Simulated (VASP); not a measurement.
# Se in VASP: single point with PBE

Aim: the single point of Se with PBE.

Everything below comes from runs of VASP 6.6.1. Logs are shortened: lines on timing, memory, paths and dates and some standing lists are left out, and cuts for length are marked.

## Step 1: The cell of the first run

The typed cell holds 3 atoms: a = 4.605 Å, b = 4.605 Å, c = 4.605 Å, α = 109.48°, β = 109.47°, γ = 109.47°.

## Step 2: Single point, PBE

File INCAR:

```
PREC = Accurate
ENCUT = 520
EDIFF = 1E-6
ISMEAR = 0
SIGMA = 0.1
LREAL = False
LASPH = True
NELM = 80
ALGO = Normal
ISIF = 2
LWAVE = False
LCHARG = True
GGA = PE
LELF = True
LVHAR = True
NBANDS = 16
```

File KPOINTS:

```
regular mesh
0
Gamma
  6 6 6
```

File POSCAR:

```
Se
1.0
   -2.6584888766      2.6587780999      2.6588512577
    2.6584888766     -2.6587780999      2.6588512577
    2.6584888766      2.6587780999     -2.6588512577
Se
3
Direct
    0.5000000000      0.5000000000      0.0000000000
    0.0000000000      0.5000000000      0.5000000000
    0.5000000000      0.0000000000      0.5000000000
```

Potentials or basis: VASP PAW PBE potentials, release 64 (Se).

Run with:

```
> cat potpaw_PBE.64/Se/POTCAR > POTCAR
> mpirun -np 1 vasp_std > vasp.out
```

OUTCAR:

```text
PREC = Accurate
   ENCUT = 520
   EDIFF = 1E-6
   ISMEAR = 0
   LREAL = False
   LASPH = True
   NELM = 80
   ISIF = 2
   GGA = PE

 ion  position               nearest neighbor table
   1  0.500  0.500  0.000-   3 2.66   3 2.66   2 2.66   2 2.66
   2  0.000  0.500  0.500-   1 2.66   1 2.66   3 2.66   3 2.66
   3  0.500  0.000  0.500-   1 2.66   1 2.66   2 2.66   2 2.66

  LATTYP: Found a body centered orthorhombic cell.
 ALAT       =     5.3169777532
 B/A-ratio  =     1.0001087924
 C/A-ratio  =     1.0001363109

  Lattice vectors:

 A1 = (  -2.6584888766,   2.6587780999,   2.6588512577)
 A2 = (   2.6584888766,  -2.6587780999,   2.6588512577)
 A3 = (   2.6584888766,   2.6587780999,  -2.6588512577)

Analysis of symmetry for initial positions (statically):
=====================================================================
 Subroutine PRICEL returns:
 Original cell was already a primitive cell.

 Routine SETGRP: Setting up the symmetry group for a
 body centered orthorhombic supercell.

 Subroutine GETGRP returns: Found  8 space group operations
 (whereof  8 operations were pure point group operations)
 out of a pool of  8 trial point group operations.

The static configuration has the point symmetry D_2h.

Analysis of symmetry for dynamics (positions and initial velocities):
=====================================================================
 Subroutine PRICEL returns:
 Original cell was already a primitive cell.

 Routine SETGRP: Setting up the symmetry group for a
 body centered orthorhombic supercell.

 Subroutine GETGRP returns: Found  8 space group operations
 (whereof  8 operations were pure point group operations)
 out of a pool of  8 trial point group operations.

The dynamic configuration has the point symmetry D_2h.

 Subroutine INISYM returns: Found  8 space group operations
 (whereof  8 operations are pure point group operations),
 and found     1 'primitive' translations

----------------------------------------------------------------------------------------

                                     Primitive cell

  volume of cell :      75.1746

  direct lattice vectors                    reciprocal lattice vectors
    -2.658488877  2.658778100  2.658851258     0.000000000  0.188056311  0.188051136
     2.658488877 -2.658778100  2.658851258     0.188076770  0.000000000  0.188051136
     2.658488877  2.658778100 -2.658851258     0.188076770  0.188056311  0.000000000

  length of vectors
     4.605014018  4.605014018  4.605014018     0.265948126  0.265962593  0.265966252

  position of ions in fractional coordinates (direct lattice)
     0.500000000  0.500000000  0.000000000
     0.000000000  0.500000000  0.500000000
     0.500000000  0.000000000  0.500000000

  ion indices of the primitive-cell ions
   primitive index   ion index
                 1           1
                 2           2
                 3           3

----------------------------------------------------------------------------------------

 KPOINTS: regular mesh

Automatic generation of k-mesh.
 Grid dimensions read from file:
 generate k-points for:    6    6    6

 Generating k-lattice:

  Cartesian coordinates                     Fractional coordinates (reciprocal lattice)
     0.000000000  0.031342718  0.031341856     0.166666667 -0.000000000  0.000000000
     0.031346128  0.000000000  0.031341856     0.000000000  0.166666667 -0.000000000
     0.031346128  0.031342718  0.000000000     0.000000000 -0.000000000  0.166666667

  Length of vectors
     0.044324688  0.044327099  0.044327709

  Shift w.r.t. Gamma in fractional coordinates (k-lattice)
     0.000000000  0.000000000  0.000000000

 Subroutine IBZKPT returns following result:
 ===========================================

 Found     46 irreducible k-points:

 Following reciprocal coordinates:
            Coordinates               Weight
  0.000000  0.000000  0.000000      1.000000
  0.166667 -0.000000  0.000000      4.000000
  0.333333  0.000000  0.000000      4.000000
  0.500000 -0.000000  0.000000      2.000000
  0.000000  0.166667  0.000000      4.000000
  0.166667  0.166667  0.000000      8.000000
[... 16 lines left out ...]
 -0.166667  0.166667  0.166667      2.000000
  0.166667  0.333333  0.166667      4.000000
 [... further k-points ...]
   k-points           NKPTS =     46   k-points in BZ     NKDIM =     46   number of bands    NBANDS=     16
   number of dos      NEDOS =    301   number of ions     NIONS =      3
   total plane-waves  NPLWV =  46656
   dimension x,y,z NGX =    36 NGY =   36 NGZ =   36
   dimension x,y,z NGXF=    72 NGYF=   72 NGZF=   72
   ions per type =               3
   NGX,Y,Z   is equivalent  to a cutoff of  13.00, 13.00, 13.00 a.u.
   NGXF,Y,Z  is equivalent  to a cutoff of  25.99, 25.99, 25.99 a.u.
 SYSTEM =  unknown system
   PREC   = accura    normal or accurate (medium, high low for compatibility)
   ISTART =      0    job   : 0-new  1-cont  2-samecut
   ICHARG =      2    charge: 1-file 2-atom 10-const
   ISPIN  =      1    spin polarized calculation?
   LNONCOLLINEAR =      F non collinear calculations
   LSORBIT =      F    spin-orbit coupling
   LASPH  =      T    aspherical Exc in radial PAW
   ENCUT  =  520.0 eV  38.22 Ry    6.18 a.u.   8.56  8.56  8.56*2*pi/ulx,y,z
   NELM   =     80;   NELMIN=  2; NELMDL= -5     # of ELM steps
   EDIFF  = 0.1E-05   stopping-criterion for ELM
   LREAL  =      F    real-space projection
   EDIFFG = 0.1E-04   stopping-criterion for IOM
   NSW    =      0    number of steps for IOM
   IBRION =     -1    ionic relax: 0-MD 1-quasi-New 2-CG
   NFREE  =      0    steps in history (QN), initial steepest desc. (CG)
   ISIF   =      2    stress and relaxation
   ISYM   =      2    0-nonsym 1-usesym 2-fastsym
   POTIM  = 0.5000    time-step for ionic-motion
   TEBEG  =    0.0;   TEEND  =   0.0 temperature during run
   PSTRESS=    0.0 pullay stress
   NELECT =      18.0000    total number of electrons
   NUPDOWN=      -1.0000    fix difference up-down
   EMIN   =  10.00;   EMAX   =-10.00  energy-range for DOS
   EFERMI =   0.00;   METHOD = LEGACY
   ISMEAR =     0;   SIGMA  =   0.10  broadening in eV -4-tet -1-fermi 0-gaus
   EFERMI_NEDOS =   21; number of points for ismear=-14 and -15
   IALGO  =     38    algorithm
   IMIX   =      4    mixing-type and parameters
     AMIX     =   0.40;   BMIX     =  1.00
     AMIX_MAG =   1.60;   BMIX_MAG =  1.00
  volume/ion in A,a.u.               =      25.06       169.10
  Fermi-wavevector in a.u.,A,eV,Ry     =   1.016581  1.921060 14.060764  1.033437
  Thomas-Fermi vector in A             =   2.149933
   LORBIT       =      0    0 simple, 1 ext, 2 COOP (PROOUT), +10 PAW based schemes
   GGA     = PE    functional components
   LHFCALC =     F    Hartree Fock is set to
   AEXX    =    0.0000 exact exchange contribution
   IVDW    =     0    specifies the selected vdW correction
   LEPSILON=     F    determine dielectric tensor
   LRPA    =     F    only Hartree local field effects (RPA)
 non-spin polarized calculation
 Gauss-broadening in eV      SIGMA  =   0.10
  energy-cutoff  :      520.00
  volume of cell :       75.17
 maximum number of plane-waves:      2038
 NGX is ok and might be reduce to    36
   NGX = 17   NGY = 17   NGZ = 17

 number of electron      18.0000004 magnetization

 Free energy of the ion-electron system (eV)
  ---------------------------------------------------
  ext. energy  EPLUGINS =         0.00000000
  ---------------------------------------------------
  free energy    TOTEN  =        -9.71749833 eV

  energy without entropy =       -9.70747194  energy(sigma->0) =       -9.71248514

 E-fermi :   2.9851     XC(G=0):  -9.3299

 val. band max:        2.9434539749   @ k =  -0.3333  -0.3333   0.1667
 cond. band min:       3.0445885155   @ k =   0.3333   0.1667   0.1667
 fundamental gap:      0.1011345406
 Fermi energy:         2.9850552733

 k-point     1 :       0.0000    0.0000    0.0000
  band No.  band energies     occupation
      1     -12.4249      2.00000
      2      -7.7505      2.00000
      3      -7.7494      2.00000
      4      -2.0011      2.00000
      5      -1.9997      2.00000
      6      -1.9994      2.00000
[... 8 lines left out ...]
     15       7.6920      0.00000
     16       8.2585      0.00000

 k-point     2 :       0.1667   -0.0000    0.0000
  band No.  band energies     occupation
      1     -12.2273      2.00000
      2      -8.2607      2.00000
      3      -7.8969      2.00000
      4      -2.0986      2.00000
      5      -1.4976      2.00000
      6      -1.3771      2.00000
[... 8 lines left out ...]
     15       8.4930      0.00000
     16       9.2579      0.00000

 k-point     3 :       0.3333    0.0000    0.0000
  band No.  band energies     occupation
      1     -11.6727      2.00000
      2      -9.3205      2.00000
      3      -8.1551      2.00000
      4      -2.2800      2.00000
      5      -0.2323      2.00000
      6      -0.0908      2.00000
[... 8 lines left out ...]
     15      10.0020      0.00000
     16      11.8673      0.00000

 k-point     4 :       0.5000   -0.0000    0.0000
  band No.  band energies     occupation
      1     -11.1273      2.00000
      2     -10.0800      2.00000
      3      -8.2702      2.00000
      4      -2.3649      2.00000
      5       0.0437      2.00000
      6       0.9998      2.00000
[... 8 lines left out ...]
     15      12.3698      0.00000
     16      12.5612      0.00000
[... 324 lines left out ...]
 k-point    22 :       0.3333    0.1667    0.1667
  band No.  band energies     occupation
      1     -10.6394      2.00000
      2     -10.0636      2.00000
      3      -9.3253      2.00000
      4      -0.6632      2.00000
      5      -0.2687      2.00000
      6       1.2841      2.00000
[... 8 lines left out ...]
     15      10.9526      0.00000
     16      14.3339      0.00000

 k-point    23 :      -0.1667    0.1667    0.1667
  band No.  band energies     occupation
      1     -12.0422      2.00000
      2      -8.8325      2.00000
      3      -7.6761      2.00000
      4      -2.2387      2.00000
      5      -2.2384      2.00000
      6       0.1660      2.00000
[... 8 lines left out ...]
     15       9.6006      0.00000
     16       9.6412      0.00000

 k-point    24 :       0.1667    0.3333    0.1667
  band No.  band energies     occupation
      1     -10.6389      2.00000
      2     -10.0641      2.00000
      3      -9.3254      2.00000
      4      -0.6632      2.00000
      5      -0.2687      2.00000
      6       1.2845      2.00000
[... 8 lines left out ...]
     15      10.9533      0.00000
     16      14.3335      0.00000

 [... further k-points ...]

------------------------ aborting loop because EDIFF is reached ----------------------------------------

  FORCE on cell =-STRESS in cart. coord.  units (eV):
  Direction    XX          YY          ZZ          XY          YZ          ZX
  --------------------------------------------------------------------------------------
  -------------------------------------------------------------------------------------
  Total        0.0104006      0.0040837      0.0024777      0.0000000      0.0000000      0.0000000
  in kB        0.2216644      0.0870346      0.0528069      0.0000000      0.0000000      0.0000000
  external PRESSURE =       0.1205020 kB  Pullay stress =       0.0000000 kB

 VOLUME and BASIS-vectors are now :
 -----------------------------------------------------------------------------
  energy-cutoff  :      520.00
  volume of cell :       75.17
      direct lattice vectors                 reciprocal lattice vectors
    -2.658488877  2.658778100  2.658851258     0.000000000  0.188056311  0.188051136
     2.658488877 -2.658778100  2.658851258     0.188076770  0.000000000  0.188051136
     2.658488877  2.658778100 -2.658851258     0.188076770  0.188056311  0.000000000

 POSITION                                       TOTAL-FORCE (eV/Angst)
 -----------------------------------------------------------------------------------
      0.00000      0.00000      2.65885         0.000000     -0.000000     -0.000000
      2.65849      0.00000      0.00000         0.000000     -0.000000     -0.000000
      0.00000      2.65878      0.00000        -0.000000      0.000000      0.000000
 -----------------------------------------------------------------------------------
    total drift:                                0.000000      0.000000     -0.000000

  FREE ENERGIE OF THE ION-ELECTRON SYSTEM (eV)
  ---------------------------------------------------
  free  energy   TOTEN  =        -9.7174983298 eV

  energy  without entropy=       -9.7074719433  energy(sigma->0) =       -9.71248514
```

Wall time 36 s (1 thread of Intel Xeon Platinum 8259CL at 2.50GHz (Skylake/Cascade Lake), shared host); peak memory 0.21 GiB.

What came out:

```yaml
Free_energy: -9.7175 eV
Pressure: 0.0 GPa
Band_gap_on_the_k_mesh: zero (band 9 reaches 3.21 eV, above the bottom of band 10 at 2.78 eV)
```
